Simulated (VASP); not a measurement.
Input of a VASP 6.6.1 run:

Contents of INCAR:

```
SYSTEM = Ga2PN
PREC     = Accurate       ! precision mode
ENCUT    = 520            ! plane-wave cutoff, eV
EDIFF    = 1E-7           ! SCF threshold, eV
ISMEAR   = -1             ! smearing method
SIGMA    = 0.02           ! smearing width, eV
LREAL    = .FALSE.        ! projectors in reciprocal space
LASPH    = .TRUE.         ! aspherical terms in the spheres
NELM     = 150            ! most SCF steps
ALGO     = Normal         ! electronic algorithm
ISIF     = 2              ! what is computed and relaxed
LWAVE    = .FALSE.        ! write WAVECAR
LCHARG   = .FALSE.        ! write CHGCAR
MAGMOM   = 0 0 0 0 0 0 0 0 0 0 0 0 ! initial moments
LORBIT   = 11             ! projections on sites
LSORBIT  = .TRUE.         ! spin-orbit coupling
GGA_COMPAT= .FALSE.      
LORBMOM  = .TRUE.       
GGA      = PE             ! functional
NBANDS   = 50             ! bands
```

The input KPOINTS:

```
Automatic mesh
0
G
  10 10 10
  0 0 0
```

The input POSCAR:

```
Ga2PN
1.0
    1.6262522523      0.9389171755      5.6465979920
   -1.6262522523      0.9389171755      5.6465979920
    0.0000000000     -1.8778343514      5.6465979920
N P Ga
1 1 2
Direct
    1.0000000000      0.0000000000      0.0000000000
    0.5000000000      0.5000000000      0.5000000000
    0.2629671322      0.2629671322      0.2629671322
    0.7370328678      0.7370328678      0.7370328678
```

Potentials or basis: VASP PAW PBE potentials, release 64 (N, P, Ga_d).

Launch:

```sh
$ cat potpaw_PBE.64/N/POTCAR potpaw_PBE.64/P/POTCAR potpaw_PBE.64/Ga_d/POTCAR > POTCAR
$ mpirun -np 1 vasp_ncl > vasp.out
```

Problem. What does it give for the net moment?

Solution. 0.00 μB per cell.

Problem. What does it give for the pressure?

Solution. 4.7 GPa.

Problem. What does it give for the largest force?

Solution. 0.120 eV/Å.

Forces on the atoms (eV/Å):
```
N    0.000  0.000  0.000
P    0.000  0.000  0.000
Ga   0.000  0.000  0.120
Ga   0.000  0.000 -0.120
```

Caveat: the cell stands under pressure.
